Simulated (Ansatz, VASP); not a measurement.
## One calculation of Sn, two programs

The input POSCAR:

```
Sn
1.0
   -1.7604013028      1.8103704880      2.3842034864
    1.7604013028     -1.8103704880      2.3842034864
    1.7604013028      1.8103704880     -2.3842034864
Sn
1
Direct
    0.0000000000      0.0000000000      0.0000000000
```

File INCAR.step1:

```
SYSTEM = Sn
PREC = Accurate
ENCUT = 520
EDIFF = 1E-5
ISMEAR = -1
SIGMA = 0.05
LREAL = .FALSE.
LASPH = .TRUE.
NELM = 100
ALGO = Normal
ISIF = 2
LWAVE = .TRUE.
LCHARG = .FALSE.
GGA = PE
NBANDS = 13
```

File INCAR.step2:

```
SYSTEM = Sn
PREC = Accurate
ENCUT = 520
EDIFF = 1E-7
ISMEAR = -1
SIGMA = 0.05
LREAL = .FALSE.
LASPH = .TRUE.
NELM = 100
ALGO = Normal
ISIF = 2
LWAVE = .FALSE.
LCHARG = .FALSE.
GGA = PE
LHFCALC = .TRUE.
AEXX = 0.25
PRECFOCK = Normal
ISTART = 1
NBANDS = 13
```

File KPOINTS:

```
Automatic mesh
0
G
  6 6 6
  0 0 0
```

The input input.yaml:

```yaml
crystal:
  lattice:
    - [-1.7604013028, 1.810370488, 2.3842034864]
    - [1.7604013028, -1.810370488, 2.3842034864]
    - [1.7604013028, 1.810370488, -2.3842034864]
  atoms:
    - { symbol: Sn, position: [0.0, 0.0, 0.0] }
hamiltonian:
  xc: pbe0
  pseudopotentials: { kind: paw }
kpoints:
  mp_grid: { grid: [6, 6, 6] }
scf:
  occupations: { method: fermi_dirac, width: 0.05 }
output:
  forces: true
  stress: true
  eigenvalues: true
```

Alike in both runs: task single point; functional PBE0; k mesh 6 × 6 × 6; occupations fermi-dirac, width 0.05 eV; no spin polarisation.

```csv
,VASP,Ansatz
version,VASP 6.6.1,Ansatz 0.2.0
potentials or method,"VASP PAW PBE potentials, release 64 (Sn_d)",Ansatz PAW
plane-wave cutoff (eV),520,420
valence electrons in the cell,14,14
```

Ansatz gave:

```
gap on the k mesh at the Fermi level (eV)                     : none
pressure (GPa)                                                : -3.6
traceless stress, the component that is largest in VASP (GPa) : 2.23
```

Problem. Which values does VASP return?

Solution. gap on the k mesh at the Fermi level (eV): none; pressure (GPa): -3.7; traceless stress, the component that is largest in VASP (GPa): 2.22.

A gap of «none» marks a metal or a gap that the smearing closes. With one functional, cell and mesh, what is left measures potentials, basis and numerics.

The k mesh is coarse, so the values compare programs but aren't converged.
